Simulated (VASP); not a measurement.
# AlRu (Pm-3m) in VASP: notebook

The runs below take AlRu through single point, with LDA.

Everything below comes from runs of VASP 6.6.1. Logs are shortened: lines on timing, memory, paths and dates and some standing lists are left out, and cuts for length are marked.

## (1) The cell of the first run

The structure is cubic, space group Pm-3m (No. 221). The conventional cell has a = 2.910 Å, b = 2.910 Å, c = 2.910 Å, α = 90.00°, β = 90.00°, γ = 90.00°. Al (site symmetry m-3m) has 8 Ru at 2.52 Å and 6 Al at 2.91 Å within 3.3 Å. Ru (site symmetry m-3m) has 8 Al at 2.52 Å and 6 Ru at 2.91 Å within 3.3 Å.

## (2) Single point, LDA

File INCAR:

```
SYSTEM = AlRu
ALGO = Normal
EDIFF = 1E-6
ENCUT = 520
GGA = CA
ISIF = 2
ISMEAR = -1
LASPH = .True.
LCHARG = .False.
LREAL = .False.
LWAVE = .False.
NBANDS = 16
NELM = 100
PREC = Accurate
SIGMA = 0.1
```

File KPOINTS:

```
k-points
0
Gamma
  10 10 10
  0 0 0
```

File POSCAR:

```
AlRu
1.0
    2.9095967325      0.0000000000      0.0000000000
    0.0000000000      2.9095967325      0.0000000000
    0.0000000000      0.0000000000      2.9095967325
Al Ru
1 1
Direct
    0.0000000000      0.0000000000      0.0000000000
    0.5000000000      0.5000000000      0.5000000000
```

Potentials or basis: VASP PAW LDA potentials, release 64 (Al, Ru_pv).

Run with:

```
> cat potpaw_LDA.64/Al/POTCAR potpaw_LDA.64/Ru_pv/POTCAR > POTCAR
> mpirun -np 1 vasp_std > vasp.out
```

OUTCAR:

```text
SYSTEM = AlRu
   EDIFF = 1E-6
   ENCUT = 520
   GGA = CA
   ISIF = 2
   ISMEAR = -1
   LASPH = .True.
   LREAL = .False.
   NELM = 100
   PREC = Accurate

 ion  position               nearest neighbor table
   1  0.000  0.000  0.000-   2 2.52   2 2.52   2 2.52   2 2.52   2 2.52   2 2.52   2 2.52   2 2.52

   2  0.500  0.500  0.500-   1 2.52   1 2.52   1 2.52   1 2.52   1 2.52   1 2.52   1 2.52   1 2.52

  LATTYP: Found a simple cubic cell.
 ALAT       =     2.9095967325

  Lattice vectors:

 A1 = (   2.9095967325,   0.0000000000,   0.0000000000)
 A2 = (   0.0000000000,   2.9095967325,   0.0000000000)
 A3 = (   0.0000000000,   0.0000000000,   2.9095967325)

Analysis of symmetry for initial positions (statically):
=====================================================================
 Subroutine PRICEL returns:
 Original cell was already a primitive cell.

 Routine SETGRP: Setting up the symmetry group for a
 simple cubic supercell.

 Subroutine GETGRP returns: Found 48 space group operations
 (whereof 48 operations were pure point group operations)
 out of a pool of 48 trial point group operations.

The static configuration has the point symmetry O_h .

Analysis of symmetry for dynamics (positions and initial velocities):
=====================================================================
 Subroutine PRICEL returns:
 Original cell was already a primitive cell.

 Routine SETGRP: Setting up the symmetry group for a
 simple cubic supercell.

 Subroutine GETGRP returns: Found 48 space group operations
 (whereof 48 operations were pure point group operations)
 out of a pool of 48 trial point group operations.

The dynamic configuration has the point symmetry O_h .

 Subroutine INISYM returns: Found 48 space group operations
 (whereof 48 operations are pure point group operations),
 and found     1 'primitive' translations

----------------------------------------------------------------------------------------

                                     Primitive cell

  volume of cell :      24.6319

  direct lattice vectors                    reciprocal lattice vectors
     2.909596732  0.000000000  0.000000000     0.343690240  0.000000000  0.000000000
     0.000000000  2.909596732  0.000000000     0.000000000  0.343690240  0.000000000
     0.000000000  0.000000000  2.909596732     0.000000000  0.000000000  0.343690240

  length of vectors
     2.909596732  2.909596732  2.909596732     0.343690240  0.343690240  0.343690240

  position of ions in fractional coordinates (direct lattice)
     0.000000000  0.000000000  0.000000000
     0.500000000  0.500000000  0.500000000

  ion indices of the primitive-cell ions
   primitive index   ion index
                 1           1
                 2           2

----------------------------------------------------------------------------------------

 KPOINTS: k-points

Automatic generation of k-mesh.
 Grid dimensions read from file:
 generate k-points for:   10   10   10

 Generating k-lattice:

  Cartesian coordinates                     Fractional coordinates (reciprocal lattice)
     0.034369024  0.000000000  0.000000000     0.100000000  0.000000000  0.000000000
     0.000000000  0.034369024  0.000000000     0.000000000  0.100000000  0.000000000
     0.000000000  0.000000000  0.034369024     0.000000000  0.000000000  0.100000000

  Length of vectors
     0.034369024  0.034369024  0.034369024

  Shift w.r.t. Gamma in fractional coordinates (k-lattice)
     0.000000000  0.000000000  0.000000000

 Subroutine IBZKPT returns following result:
 ===========================================

 Found     56 irreducible k-points:

 Following reciprocal coordinates:
            Coordinates               Weight
  0.000000  0.000000  0.000000      1.000000
  0.100000  0.000000  0.000000      6.000000
  0.200000  0.000000  0.000000      6.000000
  0.300000  0.000000  0.000000      6.000000
  0.400000  0.000000  0.000000      6.000000
  0.500000  0.000000  0.000000      3.000000
[... 16 lines left out ...]
  0.200000  0.100000  0.100000     24.000000
  0.300000  0.100000  0.100000     24.000000
 [... further k-points ...]
   k-points           NKPTS =     56   k-points in BZ     NKDIM =     56   number of bands    NBANDS=     16
   number of dos      NEDOS =    301   number of ions     NIONS =      2
   total plane-waves  NPLWV =  13824
   dimension x,y,z NGX =    24 NGY =   24 NGZ =   24
   dimension x,y,z NGXF=    48 NGYF=   48 NGZF=   48
   ions per type =               1   1
   NGX,Y,Z   is equivalent  to a cutoff of  13.71, 13.71, 13.71 a.u.
   NGXF,Y,Z  is equivalent  to a cutoff of  27.43, 27.43, 27.43 a.u.
 SYSTEM =  AlRu
   PREC   = accura    normal or accurate (medium, high low for compatibility)
   ISTART =      0    job   : 0-new  1-cont  2-samecut
   ICHARG =      2    charge: 1-file 2-atom 10-const
   ISPIN  =      1    spin polarized calculation?
   LNONCOLLINEAR =      F non collinear calculations
   LSORBIT =      F    spin-orbit coupling
   LASPH  =      T    aspherical Exc in radial PAW
   ENCUT  =  520.0 eV  38.22 Ry    6.18 a.u.   5.41  5.41  5.41*2*pi/ulx,y,z
   NELM   =    100;   NELMIN=  2; NELMDL= -5     # of ELM steps
   EDIFF  = 0.1E-05   stopping-criterion for ELM
   LREAL  =      F    real-space projection
   EDIFFG = 0.1E-04   stopping-criterion for IOM
   NSW    =      0    number of steps for IOM
   IBRION =     -1    ionic relax: 0-MD 1-quasi-New 2-CG
   NFREE  =      0    steps in history (QN), initial steepest desc. (CG)
   ISIF   =      2    stress and relaxation
   ISYM   =      2    0-nonsym 1-usesym 2-fastsym
   POTIM  = 0.5000    time-step for ionic-motion
   TEBEG  =    0.0;   TEEND  =   0.0 temperature during run
   PSTRESS=    0.0 pullay stress
   NELECT =      17.0000    total number of electrons
   NUPDOWN=      -1.0000    fix difference up-down
   EMIN   =  10.00;   EMAX   =-10.00  energy-range for DOS
   EFERMI =   0.00;   METHOD = LEGACY
   ISMEAR =    -1;   SIGMA  =   0.10  broadening in eV -4-tet -1-fermi 0-gaus
   EFERMI_NEDOS =   21; number of points for ismear=-14 and -15
   IALGO  =     38    algorithm
   IMIX   =      4    mixing-type and parameters
     AMIX     =   0.40;   BMIX     =  1.00
     AMIX_MAG =   1.60;   BMIX_MAG =  1.00
  volume/ion in A,a.u.               =      12.32        83.11
  Fermi-wavevector in a.u.,A,eV,Ry     =   1.446744  2.733950 28.477919  2.093068
  Thomas-Fermi vector in A             =   2.564778
   LORBIT       =      0    0 simple, 1 ext, 2 COOP (PROOUT), +10 PAW based schemes
   GGA     = CA    functional components
   LHFCALC =     F    Hartree Fock is set to
   AEXX    =    0.0000 exact exchange contribution
   IVDW    =     0    specifies the selected vdW correction
   LEPSILON=     F    determine dielectric tensor
   LRPA    =     F    only Hartree local field effects (RPA)
 non-spin polarized calculation
  energy-cutoff  :      520.00
  volume of cell :       24.63
 maximum number of plane-waves:       691
 NGX is ok and might be reduce to    24
   NGX = 11   NGY = 11   NGZ = 11

 number of electron      17.0000002 magnetization

 Free energy of the ion-electron system (eV)
  ---------------------------------------------------
  ext. energy  EPLUGINS =         0.00000000
  ---------------------------------------------------
  free energy    TOTEN  =       -16.16380459 eV

  energy without entropy =      -16.11758548  energy(sigma->0) =      -16.14069504

 E-fermi :  11.7824     XC(G=0): -13.2262

 val. band max:       11.7681991787   @ k =   0.5000   0.2000   0.2000
 cond. band min:      11.7879572436   @ k =   0.5000   0.1000   0.1000
 fundamental gap:      0.0197580650
 Fermi energy:        11.7823743475

 k-point     1 :       0.0000    0.0000    0.0000
  band No.  band energies     occupation
      1     -29.8570      2.00000
      2     -29.8570      2.00000
      3     -29.8570      2.00000
      4       1.5898      2.00000
      5       7.6627      2.00000
      6       7.6627      2.00000
[... 8 lines left out ...]
     15      23.4212      0.00000
     16      28.2962      0.00000

 k-point     2 :       0.1000    0.0000    0.0000
  band No.  band energies     occupation
      1     -29.8853      2.00000
      2     -29.8546      2.00000
      3     -29.8546      2.00000
      4       1.7963      2.00000
      5       7.7369      2.00000
      6       7.7471      2.00000
[... 8 lines left out ...]
     15      23.9693      0.00000
     16      28.9007      0.00000

 k-point     3 :       0.2000    0.0000    0.0000
  band No.  band energies     occupation
      1     -29.9589      2.00000
      2     -29.8484      2.00000
      3     -29.8484      2.00000
      4       2.3937      2.00000
      5       7.8886      2.00000
      6       7.9405      2.00000
[... 8 lines left out ...]
     15      24.9376      0.00000
     16      29.9120      0.00000

 k-point     4 :       0.3000    0.0000    0.0000
  band No.  band energies     occupation
      1     -30.0490      2.00000
      2     -29.8407      2.00000
      3     -29.8407      2.00000
      4       3.3201      2.00000
      5       7.7517      2.00000
      6       8.2144      2.00000
[... 8 lines left out ...]
     15      25.4969      0.00000
     16      28.1259      0.00000
[... 324 lines left out ...]
 k-point    22 :       0.1000    0.1000    0.1000
  band No.  band energies     occupation
      1     -29.8829      2.00000
      2     -29.8790      2.00000
      3     -29.8790      2.00000
      4       2.1994      2.00000
      5       7.9090      2.00000
      6       7.9090      2.00000
[... 8 lines left out ...]
     15      23.8079      0.00000
     16      29.8467      0.00000

 k-point    23 :       0.2000    0.1000    0.1000
  band No.  band energies     occupation
      1     -29.9534      2.00000
      2     -29.8748      2.00000
      3     -29.8726      2.00000
      4       2.7749      2.00000
      5       8.0779      2.00000
      6       8.1041      2.00000
[... 8 lines left out ...]
     15      25.3545      0.00000
     16      28.7241      0.00000

 k-point    24 :       0.3000    0.1000    0.1000
  band No.  band energies     occupation
      1     -30.0425      2.00000
      2     -29.8665      2.00000
      3     -29.8646      2.00000
      4       3.6614      2.00000
      5       7.8939      2.00000
      6       8.3784      2.00000
[... 8 lines left out ...]
     15      26.2596      0.00000
     16      27.0314      0.00000

 [... further k-points ...]
[... 5 lines left out ...]
  --------------------------------------------------------------------------------------
  -------------------------------------------------------------------------------------
  Total        1.9168825      1.9168825      1.9168825      0.0000000      0.0000000     -0.0000000
  in kB      124.6831265    124.6831265    124.6831265      0.0000000      0.0000000     -0.0000000
  external PRESSURE =     124.6831265 kB  Pullay stress =       0.0000000 kB

 VOLUME and BASIS-vectors are now :
 -----------------------------------------------------------------------------
  energy-cutoff  :      520.00
  volume of cell :       24.63
      direct lattice vectors                 reciprocal lattice vectors
     2.909596732  0.000000000  0.000000000     0.343690240  0.000000000  0.000000000
     0.000000000  2.909596732  0.000000000     0.000000000  0.343690240  0.000000000
     0.000000000  0.000000000  2.909596732     0.000000000  0.000000000  0.343690240

 POSITION                                       TOTAL-FORCE (eV/Angst)
 -----------------------------------------------------------------------------------
      0.00000      0.00000      0.00000         0.000000      0.000000      0.000000
      1.45480      1.45480      1.45480         0.000000      0.000000      0.000000
 -----------------------------------------------------------------------------------
    total drift:                                0.000000     -0.000000     -0.000000

  FREE ENERGIE OF THE ION-ELECTRON SYSTEM (eV)
  ---------------------------------------------------
  free  energy   TOTEN  =       -16.1638045886 eV

  energy  without entropy=      -16.1175854831  energy(sigma->0) =      -16.14069504
```

Wall time 4.7 s (1 thread of Intel Xeon 6975P-C (Granite Rapids), shared host); peak memory 0.13 GiB.

What came out:

```yaml
Free_energy: -16.1638 eV
Pressure: 12.5 GPa
```

(Part 1 of 3 ends here.)
